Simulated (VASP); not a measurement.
# PbO2 in VASP: single point with PBEsol

Aim: the single point of PbO2 with PBEsol.

All numbers are computed with VASP 6.6.1; they aren't measurements. Logs are shortened: lines on timing, memory, paths and dates and some standing lists are left out, and cuts for length are marked.

### 1 The cell of the first run

The cell holds a slab with vacuum, 12 atoms: a = 3.635 Å, b = 3.635 Å, c = 20.995 Å, α = 90.00°, β = 90.00°, γ = 90.00°.

### 2 Single point, PBEsol

The input, INCAR:

```
PREC = Accurate
ENCUT = 520
EDIFF = 1E-6
ISMEAR = -1
SIGMA = 0.1
LREAL = False
LASPH = True
NELM = 120
ALGO = Normal
ISIF = 2
LWAVE = False
LCHARG = False
LDIPOL = True
IDIPOL = 3
DIPOL = 0.5 0.5 0.510
GGA = PS
NBANDS = 64
GGA_COMPAT = False
NELMDL = -8
```

The input, KPOINTS:

```
Automatic mesh
0
Gamma
  4 4 1
```

The input, POSCAR:

```
PbO2
1.0
    3.6345288553      0.0000000000      0.0000000000
    0.0000000000      3.6345288553      0.0000000000
    0.0000000000      0.0000000000     20.9950000000
Pb O
4 8
Direct
    0.0000000000      0.0000000000      0.2857823291
    0.5000000000      0.5000000000      0.4081924268
    0.0000000000      0.0000000000      0.5306025244
    0.5000000000      0.5000000000      0.6530126221
    1.0000000000      0.5000000000      0.3469873779
    0.5000000000      1.0000000000      0.3469873779
    0.5000000000      1.0000000000      0.4693974756
    1.0000000000      0.5000000000      0.4693974756
    1.0000000000      0.5000000000      0.5918075732
    0.5000000000      1.0000000000      0.5918075732
    0.5000000000      1.0000000000      0.7142176709
    1.0000000000      0.5000000000      0.7142176709
```

Potentials or basis: VASP PAW PBE potentials, release 64 (Pb_d, O).

The run is started by

```
cat potpaw_PBE.64/Pb_d/POTCAR potpaw_PBE.64/O/POTCAR > POTCAR
mpirun -np 1 vasp_std > vasp.out
```

OUTCAR:

```text
PREC = Accurate
   ENCUT = 520
   EDIFF = 1E-6
   ISMEAR = -1
   LREAL = False
   LASPH = True
   NELM = 120
   ISIF = 2
   GGA = PS
   NELMDL = -8

 ion  position               nearest neighbor table
   1  0.000  0.000  0.286-   5 2.23   6 2.23   5 2.23   6 2.23   2 3.63   2 3.63   2 3.63   2 3.63

   2  0.500  0.500  0.408-   7 2.23   8 2.23   7 2.23   8 2.23   6 2.23   5 2.23   5 2.23   6 2.23
                             3 3.63   3 3.63   3 3.63   3 3.63   1 3.63   1 3.63   1 3.63   1 3.63
   3  0.000  0.000  0.531-   9 2.23  10 2.23   9 2.23  10 2.23   8 2.23   7 2.23   7 2.23   8 2.23
                             2 3.63   2 3.63   2 3.63   2 3.63   4 3.63   4 3.63   4 3.63   4 3.63
   4  0.500  0.500  0.653-  11 2.23  12 2.23  11 2.23  12 2.23  10 2.23   9 2.23   9 2.23  10 2.23
                             3 3.63   3 3.63   3 3.63   3 3.63
   5  0.000  0.500  0.347-   1 2.23   1 2.23   2 2.23   2 2.23
   6  0.500  0.000  0.347-   1 2.23   1 2.23   2 2.23   2 2.23
   7  0.500  0.000  0.469-   2 2.23   2 2.23   3 2.23   3 2.23
   8  0.000  0.500  0.469-   2 2.23   2 2.23   3 2.23   3 2.23
   9  0.000  0.500  0.592-   3 2.23   3 2.23   4 2.23   4 2.23
  10  0.500  0.000  0.592-   3 2.23   3 2.23   4 2.23   4 2.23
  11  0.500  0.000  0.714-   4 2.23   4 2.23
  12  0.000  0.500  0.714-   4 2.23   4 2.23

  LATTYP: Found a simple tetragonal cell.
 ALAT       =     3.6345288553
 C/A-ratio  =     5.7765396385

  Lattice vectors:

 A1 = (   3.6345288553,   0.0000000000,   0.0000000000)
 A2 = (   0.0000000000,   3.6345288553,   0.0000000000)
 A3 = (   0.0000000000,   0.0000000000,  20.9950000000)

Analysis of symmetry for initial positions (statically):
=====================================================================
 Subroutine PRICEL returns:
 Original cell was already a primitive cell.

 Routine SETGRP: Setting up the symmetry group for a
 simple tetragonal supercell.

 Subroutine GETGRP returns: Found  8 space group operations
 (whereof  8 operations were pure point group operations)
 out of a pool of 16 trial point group operations.

The static configuration has the point symmetry C_4v.

Analysis of symmetry for dynamics (positions and initial velocities):
=====================================================================
 Subroutine PRICEL returns:
 Original cell was already a primitive cell.

 Routine SETGRP: Setting up the symmetry group for a
 simple tetragonal supercell.

 Subroutine GETGRP returns: Found  8 space group operations
 (whereof  8 operations were pure point group operations)
 out of a pool of 16 trial point group operations.

The dynamic configuration has the point symmetry C_4v.

 Subroutine INISYM returns: Found  8 space group operations
 (whereof  8 operations are pure point group operations),
 and found     1 'primitive' translations

----------------------------------------------------------------------------------------

                                     Primitive cell

  volume of cell :     277.3398

  direct lattice vectors                    reciprocal lattice vectors
     3.634528855  0.000000000  0.000000000     0.275138825  0.000000000  0.000000000
     0.000000000  3.634528855  0.000000000     0.000000000  0.275138825  0.000000000
     0.000000000  0.000000000 20.995000000     0.000000000  0.000000000  0.047630388

  length of vectors
     3.634528855  3.634528855 20.995000000     0.275138825  0.275138825  0.047630388

  position of ions in fractional coordinates (direct lattice)
     0.000000000  0.000000000  0.285782329
     0.500000000  0.500000000  0.408192427
     0.000000000  0.000000000  0.530602524
     0.500000000  0.500000000  0.653012622
     0.000000000  0.500000000  0.346987378
     0.500000000  0.000000000  0.346987378
     0.500000000  0.000000000  0.469397476
     0.000000000  0.500000000  0.469397476
     0.000000000  0.500000000  0.591807573
     0.500000000  0.000000000  0.591807573
     0.500000000  0.000000000  0.714217671
     0.000000000  0.500000000  0.714217671

  ion indices of the primitive-cell ions
   primitive index   ion index
                 1           1
                 2           2
                 3           3
                 4           4
                 5           5
                 6           6
                 7           7
                 8           8
                 9           9
                10          10
                11          11
                12          12

----------------------------------------------------------------------------------------

 KPOINTS: Automatic mesh

Automatic generation of k-mesh.
 Grid dimensions read from file:
 generate k-points for:    4    4    1

 Generating k-lattice:

  Cartesian coordinates                     Fractional coordinates (reciprocal lattice)
     0.068784706  0.000000000  0.000000000     0.250000000  0.000000000  0.000000000
     0.000000000  0.068784706  0.000000000     0.000000000  0.250000000  0.000000000
     0.000000000  0.000000000  0.047630388     0.000000000  0.000000000  1.000000000

  Length of vectors
     0.068784706  0.068784706  0.047630388

  Shift w.r.t. Gamma in fractional coordinates (k-lattice)
     0.000000000  0.000000000  0.000000000

 Subroutine IBZKPT returns following result:
 ===========================================

 Found      6 irreducible k-points:

 Following reciprocal coordinates:
            Coordinates               Weight
  0.000000  0.000000  0.000000      1.000000
  0.250000  0.000000  0.000000      4.000000
  0.500000  0.000000  0.000000      2.000000
  0.250000  0.250000  0.000000      4.000000
  0.500000  0.250000  0.000000      4.000000
  0.500000  0.500000  0.000000      1.000000
   k-points           NKPTS =      6   k-points in BZ     NKDIM =      6   number of bands    NBANDS=     64
   number of dos      NEDOS =    301   number of ions     NIONS =     12
   total plane-waves  NPLWV = 125440
   dimension x,y,z NGX =    28 NGY =   28 NGZ =  160
   dimension x,y,z NGXF=    56 NGYF=   56 NGZF=  320
   ions per type =               4   8
   NGX,Y,Z   is equivalent  to a cutoff of  12.81, 12.81, 12.67 a.u.
   NGXF,Y,Z  is equivalent  to a cutoff of  25.61, 25.61, 25.34 a.u.
 SYSTEM =  unknown system
   PREC   = accura    normal or accurate (medium, high low for compatibility)
   ISTART =      0    job   : 0-new  1-cont  2-samecut
   ICHARG =      2    charge: 1-file 2-atom 10-const
   ISPIN  =      1    spin polarized calculation?
   LNONCOLLINEAR =      F non collinear calculations
   LSORBIT =      F    spin-orbit coupling
   LASPH  =      T    aspherical Exc in radial PAW
   ENCUT  =  520.0 eV  38.22 Ry    6.18 a.u.   6.76  6.76 39.04*2*pi/ulx,y,z
   NELM   =    120;   NELMIN=  2; NELMDL= -8     # of ELM steps
   EDIFF  = 0.1E-05   stopping-criterion for ELM
   LREAL  =      F    real-space projection
   EDIFFG = 0.1E-04   stopping-criterion for IOM
   NSW    =      0    number of steps for IOM
   IBRION =     -1    ionic relax: 0-MD 1-quasi-New 2-CG
   NFREE  =      0    steps in history (QN), initial steepest desc. (CG)
   ISIF   =      2    stress and relaxation
   ISYM   =      2    0-nonsym 1-usesym 2-fastsym
   POTIM  = 0.5000    time-step for ionic-motion
   TEBEG  =    0.0;   TEEND  =   0.0 temperature during run
   PSTRESS=    0.0 pullay stress
   NELECT =     104.0000    total number of electrons
   NUPDOWN=      -1.0000    fix difference up-down
   EMIN   =  10.00;   EMAX   =-10.00  energy-range for DOS
   EFERMI =   0.00;   METHOD = LEGACY
   ISMEAR =    -1;   SIGMA  =   0.10  broadening in eV -4-tet -1-fermi 0-gaus
   EFERMI_NEDOS =   21; number of points for ismear=-14 and -15
   IALGO  =     38    algorithm
   IMIX   =      4    mixing-type and parameters
     AMIX     =   0.40;   BMIX     =  1.00
     AMIX_MAG =   1.60;   BMIX_MAG =  1.00
  volume/ion in A,a.u.               =      23.11       155.97
  Fermi-wavevector in a.u.,A,eV,Ry     =   1.180543  2.230903 18.962200  1.393682
  Thomas-Fermi vector in A             =   2.316834
   LORBIT       =      0    0 simple, 1 ext, 2 COOP (PROOUT), +10 PAW based schemes
   GGA     = PS    functional components
   LHFCALC =     F    Hartree Fock is set to
   AEXX    =    0.0000 exact exchange contribution
   IVDW    =     0    specifies the selected vdW correction
   LEPSILON=     F    determine dielectric tensor
   LRPA    =     F    only Hartree local field effects (RPA)
 non-spin polarized calculation
  energy-cutoff  :      520.00
  volume of cell :      277.34
 maximum number of plane-waves:      7532
 NGX is ok and might be reduce to    28
   NGX = 13   NGY = 13   NGZ = 79

 dipolmoment           0.000000      0.000000     -0.011943 electrons x Angstroem

 number of electron     104.0000007 magnetization

 dipolmoment           0.000000      0.000000      0.345292 electrons x Angstroem

 Free energy of the ion-electron system (eV)
  ---------------------------------------------------
  ext. energy  EPLUGINS =         0.00000000
  ---------------------------------------------------
  free energy    TOTEN  =       -62.99754441 eV

  energy without entropy =      -62.84188305  energy(sigma->0) =      -62.91971373

 E-fermi :   0.2725     XC(G=0):  -6.8545

 val. band max:        0.2508021436   @ k =   0.0000   0.0000   0.0000
 cond. band min:       0.5586494136   @ k =   0.0000   0.0000   0.0000
 fundamental gap:      0.3078472700
 Fermi energy:         0.2724612630

 k-point     1 :       0.0000    0.0000    0.0000
  band No.  band energies     occupation
      1     -19.5864      2.00000
      2     -18.9885      2.00000
      3     -18.3387      2.00000
      4     -18.2785      2.00000
      5     -17.7702      2.00000
      6     -16.9852      2.00000
[... 391 lines left out ...]
     63       9.3013      0.00000
     64       9.3905      0.00000

------------------------ aborting loop because EDIFF is reached ----------------------------------------

 vacuum level on the upper side and lower side of the slab       (xc-potential included)         2.036        -2.588

  FORCE on cell =-STRESS in cart. coord.  units (eV):
  Direction    XX          YY          ZZ          XY          YZ          ZX
  --------------------------------------------------------------------------------------
  -------------------------------------------------------------------------------------
  Total       14.0607898     14.0607898     13.5615963      0.0000000     -0.0000000     -0.0000000
  in kB       81.2284518     81.2284518     78.3446373      0.0000000     -0.0000000     -0.0000000
  external PRESSURE =      80.2671803 kB  Pullay stress =       0.0000000 kB

 VOLUME and BASIS-vectors are now :
 -----------------------------------------------------------------------------
  energy-cutoff  :      520.00
  volume of cell :      277.34
      direct lattice vectors                 reciprocal lattice vectors
     3.634528855  0.000000000  0.000000000     0.275138825  0.000000000  0.000000000
     0.000000000  3.634528855  0.000000000     0.000000000  0.275138825  0.000000000
     0.000000000  0.000000000 20.995000000     0.000000000  0.000000000  0.047630388

 POSITION                                       TOTAL-FORCE (eV/Angst)
 -----------------------------------------------------------------------------------
      0.00000      0.00000      6.00000         0.000000      0.000000     -0.688524
      1.81726      1.81726      8.57000        -0.000000      0.000000      0.118903
      0.00000      0.00000     11.14000         0.000000      0.000000      0.317249
      1.81726      1.81726     13.71000        -0.000000      0.000000      1.766591
      0.00000      1.81726      7.28500        -0.000000      0.000000     -0.540283
      1.81726      0.00000      7.28500        -0.000000      0.000000     -0.540283
      1.81726      0.00000      9.85500        -0.000000      0.000000     -0.172842
      0.00000      1.81726      9.85500        -0.000000      0.000000     -0.172842
      0.00000      1.81726     12.42500        -0.000000     -0.000000     -0.332737
      1.81726      0.00000     12.42500        -0.000000      0.000000     -0.332737
      1.81726      0.00000     14.99500        -0.000000      0.000000      0.288753
      0.00000      1.81726     14.99500        -0.000000     -0.000000      0.288753
 -----------------------------------------------------------------------------------
    total drift:                                0.000000      0.000000      0.001669

  FREE ENERGIE OF THE ION-ELECTRON SYSTEM (eV)
  ---------------------------------------------------
  free  energy   TOTEN  =       -62.9975444126 eV

  energy  without entropy=      -62.8418830489  energy(sigma->0) =      -62.91971373

 vacuum level on the upper side and lower side of the slab         9.098         4.356
```

Run time: 4.9 min. Hardware: 1 thread of Intel Xeon Platinum 8259CL at 2.50GHz (Skylake/Cascade Lake), shared host; peak memory 0.38 GiB.

Results:

| Item | Value |
| --- | --- |
| Free energy | -62.9975 eV |
| Largest force | 1.767 eV/Å |
| Band gap on the k mesh | zero (bands 52 and 53 overlap by 0.68 eV) |

Forces in eV/Å, atoms in the order of the input:
```
Pb   0.000  0.000 -0.689
Pb   0.000  0.000  0.119
Pb   0.000  0.000  0.317
Pb   0.000  0.000  1.767
O    0.000  0.000 -0.540
O    0.000  0.000 -0.540
O    0.000  0.000 -0.173
O    0.000  0.000 -0.173
O    0.000  0.000 -0.333
O    0.000  0.000 -0.333
O    0.000  0.000  0.289
O    0.000  0.000  0.289
```

Caveat: the k points lie up to 0.43 Å⁻¹ apart, too coarse for converged energies and pressures of a metal; the PAW data sets were made with another functional, which shifts forces and pressure a little; spin-orbit coupling is left out, which moves the levels of the heavy elements.
